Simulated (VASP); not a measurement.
# Cs2AgBiBr6 (Fm-3m) in VASP: single point with PBE

Aim: the single point of Cs2AgBiBr6 with PBE.

All numbers are computed with VASP 6.6.1; they aren't measurements. Logs are shortened: lines on timing, memory, paths and dates and some standing lists are left out, and cuts for length are marked.

## (1) The cell of the first run

It takes space group Fm-3m (No. 225, cubic). Conventional cell: a = 11.232 Å, b = 11.232 Å, c = 11.232 Å, α = 90.00°, β = 90.00°, γ = 90.00°. Within 5.2 Å of Cs (site symmetry -43m) lie 12 Br at 3.97 Å and 4 Ag at 4.86 Å and 4 Bi at 4.86 Å. Within 3.7 Å of Ag (site symmetry m-3m) lie 6 Br at 2.77 Å. Within 3.7 Å of Bi (site symmetry m-3m) lie 6 Br at 2.84 Å. Within 3.7 Å of Br (site symmetry 4mm) lie 1 Ag at 2.77 Å and 1 Bi at 2.84 Å.

## (2) Single point, PBE

INCAR reads:

```
SYSTEM = Cs2AgBiBr6
PREC = Accurate
ENCUT = 520
EDIFF = 1E-6
ISMEAR = -1
SIGMA = 0.02
LREAL = .FALSE.
LASPH = .TRUE.
NELM = 60
ALGO = Normal
ISIF = 2
LWAVE = .FALSE.
LCHARG = .FALSE.
GGA = PE
NBANDS = 54
```

KPOINTS reads:

```
Automatic mesh
0
G
  5 5 5
  0 0 0
```

POSCAR reads:

```
Cs2AgBiBr6
1.0
    0.0000000000      5.6161000000      5.6161000000
    5.6161000000      0.0000000000      5.6161000000
    5.6161000000      5.6161000000      0.0000000000
Cs Ag Bi Br
2 1 1 6
Direct
    0.2500000000      0.2500000000      0.2500000000
    0.7500000000      0.7500000000      0.7500000000
    0.5000000000      0.5000000000      0.5000000000
    0.0000000000      0.0000000000      0.0000000000
    0.2532734359      0.7467265641      0.2532734359
    0.2532734359      0.7467265641      0.7467265641
    0.7467265641      0.2532734359      0.7467265641
    0.7467265641      0.2532734359      0.2532734359
    0.2532734359      0.2532734359      0.7467265641
    0.7467265641      0.7467265641      0.2532734359
```

Potentials or basis: VASP PAW PBE potentials, release 64 (Cs_sv, Ag, Bi_d, Br).

On the command line:

```sh
cat potpaw_PBE.64/Cs_sv/POTCAR potpaw_PBE.64/Ag/POTCAR potpaw_PBE.64/Bi_d/POTCAR potpaw_PBE.64/Br/POTCAR > POTCAR
mpirun -np 1 vasp_std > vasp.out
```

OUTCAR:

```text
SYSTEM = Cs2AgBiBr6
   PREC = Accurate
   ENCUT = 520
   EDIFF = 1E-6
   ISMEAR = -1
   LREAL = .FALSE.
   LASPH = .TRUE.
   NELM = 60
   ISIF = 2
   GGA = PE

 ion  position               nearest neighbor table
   1  0.250  0.250  0.250-
   2  0.750  0.750  0.750-
   3  0.500  0.500  0.500-   5 2.77   6 2.77   7 2.77   8 2.77   9 2.77  10 2.77
   4  0.000  0.000  0.000-   5 2.84   6 2.84   7 2.84   8 2.84   9 2.84  10 2.84
   5  0.253  0.747  0.253-   3 2.77   4 2.84
   6  0.253  0.747  0.747-   3 2.77   4 2.84
   7  0.747  0.253  0.747-   3 2.77   4 2.84
   8  0.747  0.253  0.253-   3 2.77   4 2.84
   9  0.253  0.253  0.747-   3 2.77   4 2.84
  10  0.747  0.747  0.253-   3 2.77   4 2.84

  LATTYP: Found a face centered cubic cell.
 ALAT       =    11.2322000000

  Lattice vectors:

 A1 = (   0.0000000000,   5.6161000000,   5.6161000000)
 A2 = (   5.6161000000,   0.0000000000,   5.6161000000)
 A3 = (   5.6161000000,   5.6161000000,   0.0000000000)

Analysis of symmetry for initial positions (statically):
=====================================================================
 Subroutine PRICEL returns:
 Original cell was already a primitive cell.

 Routine SETGRP: Setting up the symmetry group for a
 face centered cubic supercell.

 Subroutine GETGRP returns: Found 48 space group operations
 (whereof 48 operations were pure point group operations)
 out of a pool of 48 trial point group operations.

The static configuration has the point symmetry O_h .

Analysis of symmetry for dynamics (positions and initial velocities):
=====================================================================
 Subroutine PRICEL returns:
 Original cell was already a primitive cell.

 Routine SETGRP: Setting up the symmetry group for a
 face centered cubic supercell.

 Subroutine GETGRP returns: Found 48 space group operations
 (whereof 48 operations were pure point group operations)
 out of a pool of 48 trial point group operations.

The dynamic configuration has the point symmetry O_h .

 Subroutine INISYM returns: Found 48 space group operations
 (whereof 48 operations are pure point group operations),
 and found     1 'primitive' translations

----------------------------------------------------------------------------------------

                                     Primitive cell

  volume of cell :     354.2701

  direct lattice vectors                    reciprocal lattice vectors
     0.000000000  5.616100000  5.616100000    -0.089029754  0.089029754  0.089029754
     5.616100000  0.000000000  5.616100000     0.089029754 -0.089029754  0.089029754
     5.616100000  5.616100000  0.000000000     0.089029754  0.089029754 -0.089029754

  length of vectors
     7.942364788  7.942364788  7.942364788     0.154204057  0.154204057  0.154204057

  position of ions in fractional coordinates (direct lattice)
     0.250000000  0.250000000  0.250000000
     0.750000000  0.750000000  0.750000000
     0.500000000  0.500000000  0.500000000
     0.000000000  0.000000000  0.000000000
     0.253273436  0.746726564  0.253273436
     0.253273436  0.746726564  0.746726564
     0.746726564  0.253273436  0.746726564
     0.746726564  0.253273436  0.253273436
     0.253273436  0.253273436  0.746726564
     0.746726564  0.746726564  0.253273436

  ion indices of the primitive-cell ions
   primitive index   ion index
                 1           1
                 2           2
                 3           3
                 4           4
                 5           5
                 6           6
                 7           7
                 8           8
                 9           9
                10          10

----------------------------------------------------------------------------------------

 KPOINTS: Automatic mesh

Automatic generation of k-mesh.
 Grid dimensions read from file:
 generate k-points for:    5    5    5

 Generating k-lattice:

  Cartesian coordinates                     Fractional coordinates (reciprocal lattice)
    -0.017805951  0.017805951  0.017805951     0.200000000  0.000000000  0.000000000
     0.017805951 -0.017805951  0.017805951     0.000000000  0.200000000  0.000000000
     0.017805951  0.017805951 -0.017805951     0.000000000  0.000000000  0.200000000

  Length of vectors
     0.030840811  0.030840811  0.030840811

  Shift w.r.t. Gamma in fractional coordinates (k-lattice)
     0.000000000  0.000000000  0.000000000

 Subroutine IBZKPT returns following result:
 ===========================================

 Found     10 irreducible k-points:

 Following reciprocal coordinates:
            Coordinates               Weight
  0.000000  0.000000  0.000000      1.000000
  0.200000  0.000000  0.000000      8.000000
  0.400000  0.000000  0.000000      8.000000
  0.200000  0.200000  0.000000      6.000000
  0.400000  0.200000  0.000000     24.000000
 -0.400000  0.200000  0.000000     24.000000
 -0.200000  0.200000  0.000000     12.000000
  0.400000  0.400000  0.000000      6.000000
 -0.400000  0.400000  0.000000     12.000000
 -0.400000  0.400000  0.200000     24.000000
   k-points           NKPTS =     10   k-points in BZ     NKDIM =     10   number of bands    NBANDS=     54
   number of dos      NEDOS =    301   number of ions     NIONS =     10
   total plane-waves  NPLWV = 216000
   dimension x,y,z NGX =    60 NGY =   60 NGZ =   60
   dimension x,y,z NGXF=   120 NGYF=  120 NGZF=  120
   ions per type =               2   1   1   6
   NGX,Y,Z   is equivalent  to a cutoff of  12.56, 12.56, 12.56 a.u.
   NGXF,Y,Z  is equivalent  to a cutoff of  25.12, 25.12, 25.12 a.u.
 SYSTEM =  Cs2AgBiBr6
   PREC   = accura    normal or accurate (medium, high low for compatibility)
   ISTART =      0    job   : 0-new  1-cont  2-samecut
   ICHARG =      2    charge: 1-file 2-atom 10-const
   ISPIN  =      1    spin polarized calculation?
   LNONCOLLINEAR =      F non collinear calculations
   LSORBIT =      F    spin-orbit coupling
   LASPH  =      T    aspherical Exc in radial PAW
   ENCUT  =  520.0 eV  38.22 Ry    6.18 a.u.  14.77 14.77 14.77*2*pi/ulx,y,z
   NELM   =     60;   NELMIN=  2; NELMDL= -5     # of ELM steps
   EDIFF  = 0.1E-05   stopping-criterion for ELM
   LREAL  =      F    real-space projection
   EDIFFG = 0.1E-04   stopping-criterion for IOM
   NSW    =      0    number of steps for IOM
   IBRION =     -1    ionic relax: 0-MD 1-quasi-New 2-CG
   NFREE  =      0    steps in history (QN), initial steepest desc. (CG)
   ISIF   =      2    stress and relaxation
   ISYM   =      2    0-nonsym 1-usesym 2-fastsym
   POTIM  = 0.5000    time-step for ionic-motion
   TEBEG  =    0.0;   TEEND  =   0.0 temperature during run
   PSTRESS=    0.0 pullay stress
   NELECT =      86.0000    total number of electrons
   NUPDOWN=      -1.0000    fix difference up-down
   EMIN   =  10.00;   EMAX   =-10.00  energy-range for DOS
   EFERMI =   0.00;   METHOD = LEGACY
   ISMEAR =    -1;   SIGMA  =   0.02  broadening in eV -4-tet -1-fermi 0-gaus
   EFERMI_NEDOS =   21; number of points for ismear=-14 and -15
   IALGO  =     38    algorithm
   IMIX   =      4    mixing-type and parameters
     AMIX     =   0.40;   BMIX     =  1.00
     AMIX_MAG =   1.60;   BMIX_MAG =  1.00
  volume/ion in A,a.u.               =      35.43       239.07
  Fermi-wavevector in a.u.,A,eV,Ry     =   1.021244  1.929871 14.190049  1.042939
  Thomas-Fermi vector in A             =   2.154858
   LORBIT       =      0    0 simple, 1 ext, 2 COOP (PROOUT), +10 PAW based schemes
   GGA     = PE    functional components
   LHFCALC =     F    Hartree Fock is set to
   AEXX    =    0.0000 exact exchange contribution
   IVDW    =     0    specifies the selected vdW correction
   LEPSILON=     F    determine dielectric tensor
   LRPA    =     F    only Hartree local field effects (RPA)
 non-spin polarized calculation
  energy-cutoff  :      520.00
  volume of cell :      354.27
 maximum number of plane-waves:      9577
   NGX = 29   NGY = 29   NGZ = 29

 number of electron      85.9999996 magnetization

 Free energy of the ion-electron system (eV)
  ---------------------------------------------------
  ext. energy  EPLUGINS =         0.00000000
  ---------------------------------------------------
  free energy    TOTEN  =       -29.50568927 eV

  energy without entropy =      -29.50568927  energy(sigma->0) =      -29.50568927

 E-fermi :   1.8188     XC(G=0):  -8.1689

 val. band max:        1.2997175183   @ k =  -0.4000   0.4000   0.0000
 cond. band min:       2.7528366296   @ k =   0.4000   0.0000   0.0000
 fundamental gap:      1.4531191113
 Fermi energy:         1.8188369957

 k-point     1 :       0.0000    0.0000    0.0000
  band No.  band energies     occupation
      1     -21.7171      2.00000
      2     -21.7171      2.00000
      3     -21.6840      2.00000
      4     -21.6840      2.00000
      5     -21.6840      2.00000
      6     -19.3561      2.00000
[... 46 lines left out ...]
     53       6.8143      0.00000
     54       6.8143      0.00000

 k-point     2 :       0.2000    0.0000    0.0000
  band No.  band energies     occupation
      1     -21.7172      2.00000
      2     -21.7172      2.00000
      3     -21.6840      2.00000
      4     -21.6840      2.00000
      5     -21.6840      2.00000
      6     -19.3554      2.00000
[... 46 lines left out ...]
     53       7.0162      0.00000
     54       7.0420      0.00000
[... 397 lines left out ...]
     53       7.6213      0.00000
     54       7.9479      0.00000

 k-point    10 :      -0.4000    0.4000    0.2000
  band No.  band energies     occupation
      1     -21.7172      2.00000
      2     -21.7172      2.00000
      3     -21.6840      2.00000
      4     -21.6840      2.00000
      5     -21.6840      2.00000
      6     -19.3530      2.00000
[... 46 lines left out ...]
     53       7.5460      0.00000
     54       7.6077      0.00000

------------------------ aborting loop because EDIFF is reached ----------------------------------------

  FORCE on cell =-STRESS in cart. coord.  units (eV):
  Direction    XX          YY          ZZ          XY          YZ          ZX
  --------------------------------------------------------------------------------------
  -------------------------------------------------------------------------------------
  Total        3.5378990      3.5378990      3.5378990      0.0000000     -0.0000000     -0.0000000
  in kB       16.0000567     16.0000567     16.0000567      0.0000000     -0.0000000     -0.0000000
  external PRESSURE =      16.0000567 kB  Pullay stress =       0.0000000 kB

 VOLUME and BASIS-vectors are now :
 -----------------------------------------------------------------------------
  energy-cutoff  :      520.00
  volume of cell :      354.27
      direct lattice vectors                 reciprocal lattice vectors
     0.000000000  5.616100000  5.616100000    -0.089029754  0.089029754  0.089029754
     5.616100000  0.000000000  5.616100000     0.089029754 -0.089029754  0.089029754
     5.616100000  5.616100000  0.000000000     0.089029754  0.089029754 -0.089029754

 POSITION                                       TOTAL-FORCE (eV/Angst)
 -----------------------------------------------------------------------------------
      2.80805      2.80805      2.80805        -0.000000      0.000000     -0.000000
      8.42415      8.42415      8.42415        -0.000000      0.000000      0.000000
      5.61610      5.61610      5.61610        -0.000000      0.000000      0.000000
      0.00000      0.00000      0.00000        -0.000000      0.000000     -0.000000
      5.61610      2.84482      5.61610        -0.000000      0.002080      0.000000
      8.38738      5.61610      5.61610        -0.002080      0.000000      0.000000
      5.61610      8.38738      5.61610        -0.000000     -0.002080      0.000000
      2.84482      5.61610      5.61610         0.002080      0.000000      0.000000
      5.61610      5.61610      2.84482        -0.000000      0.000000      0.002080
      5.61610      5.61610      8.38738        -0.000000      0.000000     -0.002080
 -----------------------------------------------------------------------------------
    total drift:                                0.000000      0.000000      0.000000

  FREE ENERGIE OF THE ION-ELECTRON SYSTEM (eV)
  ---------------------------------------------------
  free  energy   TOTEN  =       -29.5056892688 eV

  energy  without entropy=      -29.5056892688  energy(sigma->0) =      -29.50568927
```

It used 230 s of CPU time on 1 thread of Intel(R) Xeon(R) Platinum 8259CL CPU @ 2.50GHz (Skylake/Cascade Lake) (shared host).

Results:

- Free energy: -29.5057 eV
- Pressure: 1.6 GPa
- Band gap on the k mesh: 1.45 eV (least direct gap 2.36 eV)

Forces in eV/Å, atoms in the order of the input:
```
Cs   0.000  0.000  0.000
Cs   0.000  0.000  0.000
Ag   0.000  0.000  0.000
Bi   0.000  0.000  0.000
Br   0.000  0.002  0.000
Br  -0.002  0.000  0.000
Br   0.000 -0.002  0.000
Br   0.002  0.000  0.000
Br   0.000  0.000  0.002
Br   0.000  0.000 -0.002
```

Caveat: spin-orbit coupling is left out, which moves the levels of the heavy elements; an odd mesh through Γ misses points on the zone boundary, where band edges can lie.
